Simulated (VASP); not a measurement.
Input of a VASP 6.6.1 run:

Contents of INCAR:

```
PREC = Accurate ; ENCUT = 690
EDIFF = 1E-6 ; ISMEAR = -1
SIGMA = 0.05 ; LREAL = F
LASPH = T ; NELM = 200
ALGO = Normal ; ISIF = 2
LWAVE = F ; LCHARG = F
ISPIN = 2 ; MAGMOM = 1.683
LORBIT = 11 ; LMAXMIX = 4
NBANDS = 18 ; GGA_COMPAT = F
```

File KPOINTS:

```
Automatic mesh
0
Gamma
  18 18 18
```

POSCAR

```
Co
1.0
   -1.3480580383      1.3480580383      1.3480580383
    1.3480580383     -1.3480580383      1.3480580383
    1.3480580383      1.3480580383     -1.3480580383
Co
1
Direct
    0.0000000000      0.0000000000      0.0000000000
```

Potentials or basis: VASP PAW LDA potentials, release 64 (Co_sv).

The run is started by

```console
$ cat potpaw_LDA.64/Co_sv/POTCAR > POTCAR
$ mpirun -np 1 vasp_std > vasp.out
```

Question: Estimate the site moments.

Answer: Co +1.63 μB.

Question: Predict the pressure.

Answer: 10.7 GPa.

Question: Estimate the net moment.

Answer: 1.62 μB per cell.

Caveat: the cell stands under pressure.
